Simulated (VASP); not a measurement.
**B32N31 (a cell with a defect): single point with PBEsol**

Crystal: B32N31 (a cell with a defect).

```
B N
1.0
     7.21159    0.00000    0.00000
     0.00000    7.21159    0.00000
     0.00000    0.00000    7.21159
B N
32 31
Direct
  0.00038 0.00106 0.00115
  0.99816 0.99882 0.50467
  0.00130 0.50198 0.99864
  0.99710 0.50086 0.50027
  0.50133 0.00196 0.99865
  0.50019 0.99777 0.50029
  0.50010 0.50078 0.99916
  0.51287 0.51352 0.47399
  0.25061 0.25129 0.99777
  0.25422 0.25488 0.49911
  0.24949 0.75240 0.99969
  0.24972 0.74861 0.49779
  0.75175 0.25015 0.99969
  0.74794 0.25040 0.49779
  0.75082 0.75149 0.00165
  0.68576 0.68637 0.49940
  0.24879 0.00022 0.25037
  0.25188 0.00148 0.75032
  0.24586 0.49997 0.24693
  0.25454 0.50340 0.74529
  0.74892 0.99470 0.25616
  0.75581 0.00000 0.74745
  0.75023 0.49562 0.24656
  0.75310 0.50981 0.75732
  0.99957 0.24945 0.25035
  0.00081 0.25256 0.75033
  0.99404 0.74957 0.25617
  0.99933 0.75648 0.74744
  0.49930 0.24652 0.24695
  0.50274 0.25521 0.74528
  0.49496 0.75089 0.24656
  0.50915 0.75379 0.75734
  0.12549 0.12616 0.12515
  0.12952 0.13019 0.62475
  0.12204 0.62569 0.12484
  0.12533 0.62680 0.62397
  0.62504 0.12270 0.12484
  0.62613 0.12600 0.62397
  0.62475 0.62542 0.12376
  0.37419 0.37487 0.12276
  0.38383 0.38449 0.62018
  0.37402 0.87754 0.12238
  0.37927 0.87191 0.62515
  0.87689 0.37468 0.12237
  0.87123 0.37994 0.62515
  0.87454 0.87521 0.12851
  0.88446 0.88513 0.63441
  0.37481 0.12488 0.37478
  0.37751 0.12817 0.87278
  0.36706 0.62543 0.36410
  0.37890 0.62694 0.87382
  0.87475 0.12473 0.37641
  0.87657 0.12855 0.87707
  0.86694 0.61796 0.37897
  0.87762 0.62872 0.87731
  0.12422 0.37548 0.37477
  0.12750 0.37818 0.87279
  0.12407 0.87541 0.37642
  0.12788 0.87723 0.87707
  0.62477 0.36772 0.36411
  0.62627 0.37956 0.87381
  0.61732 0.86760 0.37898
  0.62806 0.87830 0.87733
```

```json
{
  "Program": "VASP 6.6.1",
  "Task": "single point",
  "Functional": "PBEsol",
  "Potentials or basis": "VASP PAW PBE potentials, release 64 (B, N)",
  "Cutoff": "520 eV",
  "k mesh": "1 × 1 × 1, shifted",
  "Occupations": "fermi-dirac, width 0.05 eV",
  "Spin": "no spin polarisation",
  "Dipole correction": "no",
  "Charge": "-1",
  "Further INCAR settings": "LREAL = Auto; ALGO = Normal; EDIFF = 1e-07; NBANDS = 162; ISYM = 0; NELECT = 252.0"
}
```

```yaml
Largest_force: 0.340 eV/Å
```

Forces in eV/Å, atoms in the order of the input:
```
B    0.039  0.037  0.049
B    0.094  0.097 -0.062
B    0.066 -0.007  0.067
B    0.048  0.049  0.022
B   -0.011  0.069  0.066
B    0.051  0.045  0.021
B    0.051  0.046  0.040
B    0.237  0.240 -0.047
B    0.058  0.053  0.037
B    0.029  0.030  0.039
B    0.043 -0.018  0.037
B    0.069  0.051  0.060
B   -0.023  0.045  0.038
B    0.052  0.065  0.058
B    0.048  0.046  0.071
B    0.035  0.043 -0.093
B    0.042  0.047  0.056
B    0.059  0.047 -0.035
B    0.005  0.028  0.012
B    0.054  0.056  0.062
B   -0.019  0.076  0.038
B    0.002  0.099  0.098
B    0.033  0.099  0.090
B   -0.090 -0.012 -0.008
B    0.045  0.041  0.060
B    0.049  0.058 -0.038
B    0.076 -0.017  0.036
B    0.099  0.004  0.100
B    0.028  0.004  0.007
B    0.055  0.052  0.066
B    0.101  0.034  0.093
B   -0.016 -0.089 -0.011
N   -0.044 -0.047 -0.050
N   -0.032 -0.031  0.061
N   -0.042  0.050 -0.050
N   -0.058 -0.043 -0.054
N    0.049 -0.039 -0.049
N   -0.041 -0.058 -0.054
N   -0.046 -0.047 -0.076
N   -0.056 -0.059 -0.032
N   -0.063 -0.061 -0.013
N   -0.035 -0.051 -0.046
N   -0.051 -0.047  0.029
N   -0.053 -0.032 -0.046
N   -0.045 -0.051  0.029
N   -0.046 -0.049 -0.061
N   -0.149 -0.152  0.004
N   -0.055 -0.071 -0.021
N   -0.034 -0.047 -0.043
N   -0.098 -0.060  0.019
N   -0.051  0.018 -0.040
N   -0.042 -0.060 -0.036
N   -0.036 -0.044 -0.046
N   -0.075  0.014 -0.058
N   -0.073  0.023 -0.082
N   -0.072 -0.057 -0.020
N   -0.047 -0.034 -0.046
N   -0.063 -0.044 -0.038
N   -0.044 -0.038 -0.043
N   -0.060 -0.099  0.016
N    0.018 -0.050 -0.038
N    0.011 -0.076 -0.060
N    0.024 -0.074 -0.085
```

Levels at points of the mesh, in eV from the Fermi level:
| k point | band 123 | band 124 | band 125 | band 126 | band 127 | band 128 | band 129 | band 130 |
| --- | --- | --- | --- | --- | --- | --- | --- | --- |
| (0.25, 0.25, 0.25) | -3.85 | -3.76 | -3.39 | -0.95 | 1.11 | 1.88 | 2.28 | 2.32 |

Wall time 9.4 min on 1 thread of Intel(R) Xeon(R) Platinum 8259CL CPU @ 2.50GHz (Skylake/Cascade Lake), on a shared host, peak memory 0.48 GiB.

Caveat: the k points lie up to 0.87 Å⁻¹ apart; the cell carries a net charge on a neutralising background, which shifts energy and pressure; the cell is charged against a uniform background, so pressure and absolute levels hang on convention; the PAW data sets were made with another functional, which shifts forces and pressure a little.
